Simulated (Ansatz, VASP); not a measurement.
## CoSi2 in VASP and in Ansatz

INCAR

```
SYSTEM = CoSi2
PREC = Accurate
ENCUT = 520
EDIFF = 1E-7
ISMEAR = 0
SIGMA = 0.15
LREAL = .FALSE.
LASPH = .TRUE.
NELM = 100
ALGO = Normal
ISIF = 2
LWAVE = .FALSE.
LCHARG = .FALSE.
GGA = PE
NBANDS = 16
```

KPOINTS

```
Automatic mesh
0
G
  14 14 14
  0 0 0
```

POSCAR

```
CoSi2
1.0
    0.0000000000      2.6801763726      2.6801763726
    2.6801763726      0.0000000000      2.6801763726
    2.6801763726      2.6801763726      0.0000000000
Co Si
1 2
Direct
    0.0000000000      0.0000000000      0.0000000000
    0.2500000000      0.2500000000      0.2500000000
    0.7500000000      0.7500000000      0.7500000000
```

Input for Ansatz:

```yaml
crystal:
  lattice:
    - [0.0, 2.6801763726, 2.6801763726]
    - [2.6801763726, 0.0, 2.6801763726]
    - [2.6801763726, 2.6801763726, 0.0]
  atoms:
    - { symbol: Co, position: [0.0, 0.0, 0.0] }
    - { symbol: Si, position: [0.25, 0.25, 0.25] }
    - { symbol: Si, position: [0.75, 0.75, 0.75] }
basis:
  ecutwfc: 520.0
kpoints:
  mp_grid: { grid: [14, 14, 14] }
hamiltonian:
  xc: pbe
  pseudopotentials: { kind: paw, azcp: { folder: soft_1 } }
scf:
  occupations: { method: gaussian, width: 0.15 }
output:
  forces: true
  stress: true
  eigenvalues: true
```

Alike in both runs: task single point; functional PBE; k mesh 14 × 14 × 14; occupations gaussian, width 0.15 eV; no spin polarisation.

|  | VASP | Ansatz |
| --- | --- | --- |
| version | VASP 6.6.1 | Ansatz 0.2.0 |
| potentials or method | VASP PAW PBE potentials, release 64 (Co, Si), cutoff 520 eV | scalar-relativistic, plane waves, PAW |
| valence electrons in the cell | 17 | 25 |

```csv
,VASP,Ansatz,Ansatz less VASP
gap on the k mesh at the Fermi level (eV),none,none,-
pressure (GPa),-0.2,0.0,+0.19
```

A gap of «none» marks a metal or a gap that the smearing closes. With one functional, cell and mesh, what is left measures potentials, basis and numerics. VASP's potentials hold 17 valence electrons a cell and Ansatz's 25, so a difference there can come from the potentials and not from the codes.
